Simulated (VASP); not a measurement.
# B (Pm-3m) in VASP: a series of runs

B is run at these levels: PBEsol; tasks: density of states.

All numbers are computed with VASP 6.6.1; they aren't measurements. Logs are shortened: lines on timing, memory, paths and dates and some standing lists are left out, and cuts for length are marked.

## Step 1: The cell of the first run

It takes space group Pm-3m (No. 221, cubic). The conventional cell has a = 1.418 Å, b = 1.418 Å, c = 1.418 Å, α = 90.00°, β = 90.00°, γ = 90.00°. Within 1.9 Å of B (site symmetry m-3m) lie 6 B at 1.42 Å.

## Step 2: Density of states, PBEsol (volume scaled by 0.43)

File POSCAR:

```
B
1.0
    1.4175310003      0.0000000000      0.0000000000
    0.0000000000      1.4175310003      0.0000000000
    0.0000000000      0.0000000000      1.4175310003
B
1
Direct
    0.0000000000      0.0000000000      0.0000000000
```

File INCAR.step1:

```
SYSTEM = B
ALGO = Normal
EDIFF = 1E-6
ENCUT = 520
GGA = PS
ISIF = 2
ISMEAR = -1
LASPH = .True.
LCHARG = .True.
LREAL = .False.
LWAVE = .False.
NBANDS = 8
NELM = 60
PREC = Accurate
SIGMA = 0.05
```

File KPOINTS.step1:

```
k-points
0
Gamma
  20 20 20
  0 0 0
```

File INCAR.step2:

```
SYSTEM = B
ALGO = Normal
EDIFF = 1E-6
ENCUT = 520
GGA = PS
ICHARG = 11
ISIF = 2
ISMEAR = -5
LASPH = .True.
LCHARG = .False.
LORBIT = 11
LREAL = .False.
LWAVE = .False.
NEDOS = 1001
NELM = 60
PREC = Accurate
SIGMA = 0.05
```

File KPOINTS.step2:

```
k-points
0
Gamma
  30 30 30
  0 0 0
```

Potentials or basis: VASP PAW PBE potentials, release 64 (B).

Command:

```sh
$ cat potpaw_PBE.64/B/POTCAR > POTCAR
$ cp INCAR.step1 INCAR
$ cp KPOINTS.step1 KPOINTS
$ mpirun -np 1 vasp_std > vasp.out
$ cp INCAR.step2 INCAR
$ cp KPOINTS.step2 KPOINTS
$ mpirun -np 1 vasp_std > vasp.out
```

OUTCAR:

```text
SYSTEM = B
   EDIFF = 1E-6
   ENCUT = 520
   GGA = PS
   ICHARG = 11
   ISIF = 2
   ISMEAR = -5
   LASPH = .True.
   LORBIT = 11
   LREAL = .False.
   NELM = 60
   PREC = Accurate

 ion  position               nearest neighbor table
   1  0.000  0.000  0.000-

  LATTYP: Found a simple cubic cell.
 ALAT       =     1.4175310003

  Lattice vectors:

 A1 = (   1.4175310003,   0.0000000000,   0.0000000000)
 A2 = (   0.0000000000,   1.4175310003,   0.0000000000)
 A3 = (   0.0000000000,   0.0000000000,   1.4175310003)

Analysis of symmetry for initial positions (statically):
=====================================================================
 Subroutine PRICEL returns:
 Original cell was already a primitive cell.

 Routine SETGRP: Setting up the symmetry group for a
 simple cubic supercell.

 Subroutine GETGRP returns: Found 48 space group operations
 (whereof 48 operations were pure point group operations)
 out of a pool of 48 trial point group operations.

The static configuration has the point symmetry O_h .

Analysis of symmetry for dynamics (positions and initial velocities):
=====================================================================
 Subroutine PRICEL returns:
 Original cell was already a primitive cell.

 Routine SETGRP: Setting up the symmetry group for a
 simple cubic supercell.

 Subroutine GETGRP returns: Found 48 space group operations
 (whereof 48 operations were pure point group operations)
 out of a pool of 48 trial point group operations.

The dynamic configuration has the point symmetry O_h .

 Subroutine INISYM returns: Found 48 space group operations
 (whereof 48 operations are pure point group operations),
 and found     1 'primitive' translations

----------------------------------------------------------------------------------------

                                     Primitive cell

  volume of cell :       2.8484

  direct lattice vectors                    reciprocal lattice vectors
     1.417531000  0.000000000  0.000000000     0.705451944  0.000000000  0.000000000
     0.000000000  1.417531000  0.000000000     0.000000000  0.705451944  0.000000000
     0.000000000  0.000000000  1.417531000     0.000000000  0.000000000  0.705451944

  length of vectors
     1.417531000  1.417531000  1.417531000     0.705451944  0.705451944  0.705451944

  position of ions in fractional coordinates (direct lattice)
     0.000000000  0.000000000  0.000000000

  ion indices of the primitive-cell ions
   primitive index   ion index
                 1           1

----------------------------------------------------------------------------------------

 KPOINTS: k-points

Automatic generation of k-mesh.
 Grid dimensions read from file:
 generate k-points for:   30   30   30

 Generating k-lattice:

  Cartesian coordinates                     Fractional coordinates (reciprocal lattice)
     0.023515065  0.000000000  0.000000000     0.033333333  0.000000000  0.000000000
     0.000000000  0.023515065  0.000000000     0.000000000  0.033333333  0.000000000
     0.000000000  0.000000000  0.023515065     0.000000000  0.000000000  0.033333333

  Length of vectors
     0.023515065  0.023515065  0.023515065

  Shift w.r.t. Gamma in fractional coordinates (k-lattice)
     0.000000000  0.000000000  0.000000000

 TETIRR: Found  13472 inequivalent tetrahedra from   162000

 Subroutine IBZKPT returns following result:
 ===========================================

 Found    816 irreducible k-points:

 Following reciprocal coordinates:
            Coordinates               Weight
  0.000000  0.000000  0.000000      1.000000
  0.033333  0.000000  0.000000      6.000000
  0.066667  0.000000  0.000000      6.000000
  0.100000  0.000000  0.000000      6.000000
  0.133333  0.000000  0.000000      6.000000
  0.166667  0.000000  0.000000      6.000000
[... 16 lines left out ...]
  0.233333  0.033333  0.000000     24.000000
  0.266667  0.033333  0.000000     24.000000
 [... further k-points ...]
   k-points           NKPTS =    816   k-points in BZ     NKDIM =    816   number of bands    NBANDS=      5
   number of dos      NEDOS =   1001   number of ions     NIONS =      1
   total plane-waves  NPLWV =   1728
   dimension x,y,z NGX =    12 NGY =   12 NGZ =   12
   dimension x,y,z NGXF=    24 NGYF=   24 NGZF=   24
   ions per type =               1
   NGX,Y,Z   is equivalent  to a cutoff of  14.07, 14.07, 14.07 a.u.
   NGXF,Y,Z  is equivalent  to a cutoff of  28.15, 28.15, 28.15 a.u.
 SYSTEM =  B
   PREC   = accura    normal or accurate (medium, high low for compatibility)
   ISTART =      0    job   : 0-new  1-cont  2-samecut
   ICHARG =     11    charge: 1-file 2-atom 10-const
   ISPIN  =      1    spin polarized calculation?
   LNONCOLLINEAR =      F non collinear calculations
   LSORBIT =      F    spin-orbit coupling
   LASPH  =      T    aspherical Exc in radial PAW
   ENCUT  =  520.0 eV  38.22 Ry    6.18 a.u.   2.64  2.64  2.64*2*pi/ulx,y,z
   NELM   =     60;   NELMIN=  2; NELMDL=  0     # of ELM steps
   EDIFF  = 0.1E-05   stopping-criterion for ELM
   LREAL  =      F    real-space projection
   EDIFFG = 0.1E-04   stopping-criterion for IOM
   NSW    =      0    number of steps for IOM
   IBRION =     -1    ionic relax: 0-MD 1-quasi-New 2-CG
   NFREE  =      0    steps in history (QN), initial steepest desc. (CG)
   ISIF   =      2    stress and relaxation
   ISYM   =      2    0-nonsym 1-usesym 2-fastsym
   POTIM  = 0.5000    time-step for ionic-motion
   TEBEG  =    0.0;   TEEND  =   0.0 temperature during run
   PSTRESS=    0.0 pullay stress
   NELECT =       3.0000    total number of electrons
   NUPDOWN=      -1.0000    fix difference up-down
   EMIN   =  10.00;   EMAX   =-10.00  energy-range for DOS
   EFERMI =   0.00;   METHOD = LEGACY
   ISMEAR =    -5;   SIGMA  =   0.05  broadening in eV -4-tet -1-fermi 0-gaus
   EFERMI_NEDOS =   21; number of points for ismear=-14 and -15
   IALGO  =     38    algorithm
   IMIX   =      4    mixing-type and parameters
     AMIX     =   0.40;   BMIX     =  1.00
     AMIX_MAG =   1.60;   BMIX_MAG =  1.00
  volume/ion in A,a.u.               =       2.85        19.22
  Fermi-wavevector in a.u.,A,eV,Ry     =   1.665646  3.147614 37.747681  2.774376
  Thomas-Fermi vector in A             =   2.751980
   LORBIT       =     11    0 simple, 1 ext, 2 COOP (PROOUT), +10 PAW based schemes
   GGA     = PS    functional components
   LHFCALC =     F    Hartree Fock is set to
   AEXX    =    0.0000 exact exchange contribution
   IVDW    =     0    specifies the selected vdW correction
   LEPSILON=     F    determine dielectric tensor
   LRPA    =     F    only Hartree local field effects (RPA)
 non-spin polarized calculation
 Fermi weights with tetrahedron method with Bloechl corrections
  energy-cutoff  :      520.00
  volume of cell :        2.85
 maximum number of plane-waves:        88
 NGX is ok and might be reduce to    12

 number of electron       3.0000000 magnetization

 Free energy of the ion-electron system (eV)
  ---------------------------------------------------
  ext. energy  EPLUGINS =         0.00000000
  ---------------------------------------------------
  free energy    TOTEN  =        -0.54094127 eV

  energy without entropy =       -0.54094127  energy(sigma->0) =       -0.54094127

 E-fermi :  18.3494     XC(G=0): -16.3569

 val. band max:       18.3616187877   @ k =   0.5000   0.5000   0.2667
 cond. band min:      18.2319138248   @ k =   0.5000   0.3667   0.3000
 fundamental gap:     -0.1297049629
 Fermi energy:        18.3494324646

 k-point     1 :       0.0000    0.0000    0.0000
  band No.  band energies     occupation
      1      -7.4399      2.00000
      2      44.6316      0.00000
      3      44.6316      0.00000
      4      44.6316      0.00000
      5      57.0688      0.00000

 k-point     2 :       0.0333    0.0000    0.0000
  band No.  band energies     occupation
      1      -7.3873      2.00000
      2      43.5434      0.00000
      3      44.6989      0.00000
      4      44.6989      0.00000
      5      57.1494      0.00000

 k-point     3 :       0.0667    0.0000    0.0000
  band No.  band energies     occupation
      1      -7.2297      2.00000
      2      41.0573      0.00000
      3      44.9002      0.00000
      4      44.9002      0.00000
      5      57.3908      0.00000

 k-point     4 :       0.1000    0.0000    0.0000
  band No.  band energies     occupation
      1      -6.9679      2.00000
      2      38.0885      0.00000
      3      45.2333      0.00000
      4      45.2333      0.00000
      5      57.7926      0.00000

 k-point     5 :       0.1333    0.0000    0.0000
  band No.  band energies     occupation
      1      -6.6035      2.00000
      2      35.0174      0.00000
      3      45.6946      0.00000
      4      45.6946      0.00000
      5      58.3542      0.00000

 k-point     6 :       0.1667    0.0000    0.0000
  band No.  band energies     occupation
      1      -6.1384      2.00000
      2      31.9873      0.00000
      3      46.2785      0.00000
      4      46.2785      0.00000
      5      59.0742      0.00000
[... 113 lines left out ...]
 k-point    21 :       0.1667    0.0333    0.0000
  band No.  band energies     occupation
      1      -6.0831      2.00000
      2      31.9681      0.00000
      3      45.4732      0.00000
      4      46.3451      0.00000
      5      59.9936      0.00000

 k-point    22 :       0.2000    0.0333    0.0000
  band No.  band energies     occupation
      1      -5.5195      2.00000
      2      29.0555      0.00000
      3      46.1791      0.00000
      4      47.0429      0.00000
      5      60.8577      0.00000

 k-point    23 :       0.2333    0.0333    0.0000
  band No.  band energies     occupation
      1      -4.8632      2.00000
      2      26.2742      0.00000
      3      46.9924      0.00000
      4      47.8433      0.00000
      5      61.8702      0.00000

 k-point    24 :       0.2667    0.0333    0.0000
  band No.  band energies     occupation
      1      -4.1215      2.00000
      2      23.6465      0.00000
      3      47.8964      0.00000
      4      48.7294      0.00000
      5      63.0254      0.00000

 [... further k-points ...]
[... 5 lines left out ...]
  --------------------------------------------------------------------------------------
  -------------------------------------------------------------------------------------
  Total       15.4620370     15.4620370     15.4620370      0.0000000     -0.0000000      0.0000000
  in kB     8697.2027236   8697.2027236   8697.2027236      0.0000000     -0.0000000      0.0000000
  external PRESSURE =    8697.2027236 kB  Pullay stress =       0.0000000 kB

 VOLUME and BASIS-vectors are now :
 -----------------------------------------------------------------------------
  energy-cutoff  :      520.00
  volume of cell :        2.85
      direct lattice vectors                 reciprocal lattice vectors
     1.417531000  0.000000000  0.000000000     0.705451944  0.000000000  0.000000000
     0.000000000  1.417531000  0.000000000     0.000000000  0.705451944  0.000000000
     0.000000000  0.000000000  1.417531000     0.000000000  0.000000000  0.705451944

 POSITION                                       TOTAL-FORCE (eV/Angst)
 -----------------------------------------------------------------------------------
      0.00000      0.00000      0.00000         0.000000      0.000000      0.000000
 -----------------------------------------------------------------------------------
    total drift:                               -0.000000      0.000000     -0.000000

  FREE ENERGIE OF THE ION-ELECTRON SYSTEM (eV)
  ---------------------------------------------------
  free  energy   TOTEN  =        -0.5409412719 eV

  energy  without entropy=       -0.5409412719  energy(sigma->0) =       -0.54094127

 total charge

# of ion       s       p       d       tot
------------------------------------------
    1        1.054   2.287   0.000   3.341
```

Wall time 13 s (1 thread of Intel Xeon Platinum 8488C (Sapphire Rapids), shared host); peak memory 0.1 GiB.

Levels at points of the mesh, in eV from the Fermi level:
```
           k point  band 1  band 2  band 3  band 4  band 5
(0.00, 0.00, 0.00)  -25.79   26.28   26.28   26.28   38.72
(0.50, 0.00, 0.00)  -17.54   -5.91   35.47   35.47   51.81
(0.50, 0.50, 0.00)   -4.59   -4.59    8.40   17.02   43.11
(0.50, 0.50, 0.50)    6.88    6.88    6.88   24.13   24.13
```

Caveat: the PAW data sets were made with another functional, which shifts forces and pressure a little; tetrahedron occupations give inexact forces and stress in metals.

(Continued in part 2 of 2.)
